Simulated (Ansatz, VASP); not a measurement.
## Two plane-wave programs on Nb2PtSe5

```xyz
16
Lattice="1.7554 -7.0885 -0.0033 1.7554 7.0885 -0.0033 -0.1915 0.0000 16.0498" Properties=species:S:1:pos:R:3 pbc="T T T"
Nb    1.6477   -4.0055   14.2955
Nb    1.5759   -4.0055    9.7728
Nb    1.6716    4.0055    1.7478
Nb    1.7435    4.0055    6.2705
Pt    1.6118    2.6993   12.0341
Pt    1.7075   -2.6993    4.0092
Se    1.6634    1.1776   10.0712
Se    1.5602    1.1776   13.9970
Se    1.6118   -2.5519   12.0341
Se    1.5363    4.8461   15.2446
Se    1.6873    4.8461    8.8236
Se    1.7592   -1.1776    2.0463
Se    1.6559   -1.1776    5.9721
Se    1.7075    2.5519    4.0092
Se    1.6321   -4.8461    7.2197
Se    1.7830   -4.8461    0.7987
```

Alike in both runs: functional PBE; k mesh 4 × 4 × 1; occupations gaussian, width 0.15 eV; no spin polarisation.

Ansatz relaxed the structure, and its values are those at the end. VASP's run is a single point on that final structure, the one shown.

|  | VASP | Ansatz |
| --- | --- | --- |
| version | VASP 6.6.1 | Ansatz 0.2.0 |
| potentials or method | VASP PAW PBE potentials, release 64 (Nb_sv, Pt, Se), cutoff 520 eV | scalar-relativistic, plane waves, PAW |
| valence electrons in the cell | 132 | 248 |

|  | VASP | Ansatz | Ansatz less VASP |
| --- | --- | --- | --- |
| pressure (GPa) | 0.0 | 0.0 | +0.04 |
| rms of the force components (eV/Å) | 0.022 | 0.025 | +0.0033 |

The functional is the same, so the differences come from potentials, cutoffs and numerics. VASP's potentials hold 132 valence electrons a cell and Ansatz's 248, so a difference there can come from the potentials and not from the codes.

The k mesh is coarse, so the values compare programs but aren't converged. Spin-orbit coupling is off throughout.
